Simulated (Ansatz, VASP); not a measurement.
Given: the input of a run of VASP 6.6.1 on TiSi2.

The input INCAR:

```
SYSTEM = TiSi2
PREC = Accurate
ENCUT = 520
EDIFF = 1E-6
ISMEAR = -1
SIGMA = 0.05
LREAL = .FALSE.
LASPH = .TRUE.
NELM = 100
ALGO = Normal
ISIF = 2
LWAVE = .FALSE.
LCHARG = .FALSE.
GGA = PE
NBANDS = 17
```

File KPOINTS:

```
Automatic mesh
0
G
  3 3 4
  0 0 0
```

The input POSCAR:

```
TiSi2
1.0
    4.3746400000      0.0000000000      0.0000000000
   -2.1873200000      3.7885500000      0.0000000000
    0.0000000000      0.0000000000      2.5610100000
Ti Si
1 2
Direct
    0.0000000000      0.0000000000      0.0000000000
    0.3333300000      0.6666700000      0.5000000000
    0.6666700000      0.3333300000      0.5000000000
```

Potentials or basis: VASP PAW PBE potentials, release 64 (Ti_sv, Si).

Run with:

```bash
$ cat potpaw_PBE.64/Ti_sv/POTCAR potpaw_PBE.64/Si/POTCAR > POTCAR
$ mpirun -np 1 vasp_std > vasp.out
```

Problem. Set up the same calculation for Ansatz 0.2.0. Potentials there: Ansatz PAW.

Solution. As run (the cutoff follows the program's own potentials):

The input input.yaml:

```yaml
crystal:
  lattice:
    - [4.37464, 0.0, 0.0]
    - [-2.18732, 3.78855, 0.0]
    - [0.0, 0.0, 2.56101]
  atoms:
    - { symbol: Ti, position: [0.0, 0.0, 0.0] }
    - { symbol: Si, position: [0.33333, 0.66667, 0.5] }
    - { symbol: Si, position: [0.66667, 0.33333, 0.5] }
hamiltonian:
  xc: pbe
  pseudopotentials: { kind: paw }
kpoints:
  mp_grid: { grid: [3, 3, 4] }
scf:
  occupations: { method: fermi_dirac, width: 0.05 }
output:
  forces: true
  stress: true
  eigenvalues: true
```

Potentials or basis: Ansatz PAW.

The run is started by

```console
$ ansatz run input.yaml --threads 2 --pin off --max-ram 5632MiB --backend cpu --events-out ev --progress --plain --runs-dir out
```

Both were run:

|  | VASP | Ansatz | Ansatz less VASP |
| --- | --- | --- | --- |
| gap on the k mesh at the Fermi level (eV) | none | none | - |
| pressure (GPa) | -1.5 | -1.4 | +0.04 |
| traceless stress, the component that is largest in VASP (GPa) | 11.88 | 11.88 | -0.003 |

A gap of «none» marks a metal or a gap that the smearing closes.

The k mesh is coarse, so the values compare programs but aren't converged.
